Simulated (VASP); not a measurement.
# LiFeN: single point with PBE

The system is LiFeN.

```
Fe N Li
1.0
     3.10060    0.00000    0.00000
    -1.55030    2.68520    0.00000
     0.00000    0.00000    4.14534
Fe N Li
1 1 1
Direct
  0.33333 0.66667 0.50000
  0.00000 0.00000 0.50000
  0.00000 0.00000 0.00000
```

- Program: VASP 6.6.1
- Task: single point
- Functional: PBE
- Potentials or basis: VASP PAW PBE potentials, release 64 (Fe, N, Li_sv)
- Cutoff: 520 eV
- k mesh: 10 × 10 × 7
- Occupations: fermi-dirac, width 0.05 eV
- Spin: no spin polarisation

```json
{
  "Band gap on the k mesh": "zero (band 8 reaches 4.02 eV, above the bottom of band 9 at 3.70 eV)"
}
```

Levels at points of the mesh, in eV from the Fermi level:
| k point | band 6 | band 7 | band 8 | band 9 | band 10 | band 11 |
| --- | --- | --- | --- | --- | --- | --- |
| (0.00, 0.00, 0.00) | -2.68 | -0.78 | -0.78 | 2.26 | 3.74 | 3.74 |
| (0.50, 0.00, 0.00) | -1.74 | -1.11 | -1.00 | 0.29 | 0.73 | 4.25 |

It took 33 s on 1 thread of Intel Xeon 8259CL (shared host), peak memory 0.17 GiB.

Caveat: the run has no spin polarisation, though such a crystal can be magnetic. Spin polarisation is off, so any magnetic state and its effect on volume and gap are missing.
